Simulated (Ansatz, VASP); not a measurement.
**One calculation of SiO2, two programs**

Contents of INCAR:

```
ALGO     = Normal         # electronic algorithm
EDIFF    = 1E-6           # SCF threshold, eV
ENCUT    = 520            # plane-wave cutoff, eV
GGA      = PE             # functional
ISIF     = 2              # what is computed and relaxed
ISMEAR   = -4             # smearing method
LASPH    = T              # aspherical terms in the spheres
LCHARG   = F              # write CHGCAR
LREAL    = F              # projectors in reciprocal space
LWAVE    = F              # write WAVECAR
NBANDS   = 34             # bands
NELM     = 100            # most SCF steps
PREC     = Accurate       # precision mode
SIGMA    = 0.05           # smearing width, eV
```

KPOINTS

```
k-points
0
Gamma
  6 6 4
```

Contents of POSCAR:

```
SiO2
1.0
    5.1819585999      0.0000000000      0.0000000000
   -2.5909793000      4.4877077888      0.0000000000
    0.0000000000      0.0000000000      5.7525981999
Si O
3 6
Direct
    0.0000000000      0.5000000000      0.3333333333
    0.5000000000      0.5000000000      0.6666666667
    0.5000000000      0.0000000000      0.0000000000
    0.5839605948      0.7919802974      0.8333333333
    0.7919802974      0.5839605948      0.5000000000
    0.7919802974      0.2080197026      0.1666666667
    0.4160394052      0.2080197026      0.8333333333
    0.2080197026      0.4160394052      0.5000000000
    0.2080197026      0.7919802974      0.1666666667
```

Input for Ansatz:

```yaml
crystal:
  lattice:
    - [5.1819585999, 0.0, 0.0]
    - [-2.5909793, 4.4877077888, 0.0]
    - [0.0, 0.0, 5.7525981999]
  atoms:
    - { symbol: Si, position: [0.0, 0.5, 0.3333333333] }
    - { symbol: Si, position: [0.5, 0.5, 0.6666666667] }
    - { symbol: Si, position: [0.5, 0.0, 0.0] }
    - { symbol: O, position: [0.5839605948, 0.7919802974, 0.8333333333] }
    - { symbol: O, position: [0.7919802974, 0.5839605948, 0.5] }
    - { symbol: O, position: [0.7919802974, 0.2080197026, 0.1666666667] }
    - { symbol: O, position: [0.4160394052, 0.2080197026, 0.8333333333] }
    - { symbol: O, position: [0.2080197026, 0.4160394052, 0.5] }
    - { symbol: O, position: [0.2080197026, 0.7919802974, 0.1666666667] }
basis:
  ecutwfc: 420
kpoints:
  mp_grid: { grid: [6, 6, 4] }
hamiltonian:
  xc: pbe
scf:
  occupations: { method: tetrahedron_uncorrected }
output:
  forces: true
  eigenvalues: true
  stress: true
```

Alike in both runs: task single point; functional PBE; k mesh 6 × 6 × 4; no spin polarisation.

|  | VASP | Ansatz |
| --- | --- | --- |
| version | VASP 6.6.1 | Ansatz 0.2.0 |
| potentials or method | VASP PAW PBE potentials, release 64 (Si, O), cutoff 520 eV | scalar-relativistic, plane waves, PAW |
| occupations | tetrahedron | tetrahedron-uncorrected |
| valence electrons in the cell | 48 | 48 |

VASP gave:

| Property | Result |
| --- | --- |
| gap on the k mesh at the Fermi level (eV) | 5.08 |
| pressure (GPa) | -9.1 |
| traceless stress, the component that is largest in VASP (GPa) | -0.81 |
| rms of the force components (eV/Å) | 0.183 |

Q: What did Ansatz give for the same quantities?

A: gap on the k mesh at the Fermi level (eV): 5.09; pressure (GPa): -9.1; traceless stress, the component that is largest in VASP (GPa): -0.84; rms of the force components (eV/Å): 0.177.

Atom by atom the forces differ by 0.006 eV/Å (rms over components). Ansatz's warnings: band table not solved further.
